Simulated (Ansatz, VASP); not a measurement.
Two plane-wave programs on LiAl2O3

INCAR

```
SYSTEM = LiAl2O3
PREC     = Accurate       ! precision mode
ENCUT    = 520            ! plane-wave cutoff, eV
EDIFF    = 1E-7           ! SCF threshold, eV
ISMEAR   = 0              ! smearing method
SIGMA    = 0.1            ! smearing width, eV
LREAL    = .FALSE.        ! projectors in reciprocal space
LASPH    = .TRUE.         ! aspherical terms in the spheres
NELM     = 100            ! most SCF steps
ALGO     = Normal         ! electronic algorithm
ISIF     = 2              ! what is computed and relaxed
LWAVE    = .FALSE.        ! write WAVECAR
LCHARG   = .TRUE.         ! write CHGCAR
GGA      = PE             ! functional
LELF     = .TRUE.         ! ELF
LVHAR    = .TRUE.       
NBANDS   = 22             ! bands
```

KPOINTS

```
Automatic mesh
0
G
  6 6 6
  0 0 0
```

Contents of POSCAR:

```
LiAl2O3
1.0
    2.0526288000      1.1850857900      2.4664977800
   -2.0526288000      1.1850857900      2.4664977800
    0.0000000000     -2.3701715800      2.4664977800
Li Al O
1 2 3
Direct
    0.0000000000      0.0000000000      0.0000000000
    0.3349770000      0.3349770000      0.3349770000
    0.6650230000      0.6650230000      0.6650230000
    0.1612730000      0.8387270000      0.5000000000
    0.5000000000      0.1612730000      0.8387270000
    0.8387270000      0.5000000000      0.1612730000
```

Input for Ansatz:

```yaml
crystal:
  lattice:
    - [2.0526288, 1.18508579, 2.46649778]
    - [-2.0526288, 1.18508579, 2.46649778]
    - [0.0, -2.37017158, 2.46649778]
  atoms:
    - { symbol: Li, position: [0.0, 0.0, 0.0] }
    - { symbol: Al, position: [0.334977, 0.334977, 0.334977] }
    - { symbol: Al, position: [0.665023, 0.665023, 0.665023] }
    - { symbol: O, position: [0.161273, 0.838727, 0.5] }
    - { symbol: O, position: [0.5, 0.161273, 0.838727] }
    - { symbol: O, position: [0.838727, 0.5, 0.161273] }
basis:
  ecutwfc: 420
kpoints:
  mp_grid: { grid: [6, 6, 6] }
hamiltonian:
  xc: pbe
scf:
  occupations: { method: gaussian, width: 0.1 }
  lower_state_search: "off"
output:
  forces: true
  stress: true
  eigenvalues: true
```

Alike in both runs: task single point; functional PBE; k mesh 6 × 6 × 6; occupations gaussian, width 0.1 eV; no spin polarisation.

|  | VASP | Ansatz |
| --- | --- | --- |
| version | VASP 6.6.1 | Ansatz 0.2.0 |
| potentials or method | VASP PAW PBE potentials, release 64 (Li_sv, Al, O), cutoff 520 eV | scalar-relativistic, plane waves, PAW |
| valence electrons in the cell | 27 | 27 |

Ansatz gave:

- gap on the k mesh at the Fermi level (eV): none
- rms of the force components (eV/Å): 0.548

Task: Estimate VASP's values.

Result: gap on the k mesh at the Fermi level (eV): none; rms of the force components (eV/Å): 0.553.

Atom by atom the forces differ by 0.005 eV/Å (rms over components). A gap of «none» marks a metal or a gap that the smearing closes.

Noted on VASP's run: the cutoff is short for stress, so the pressure is rough.
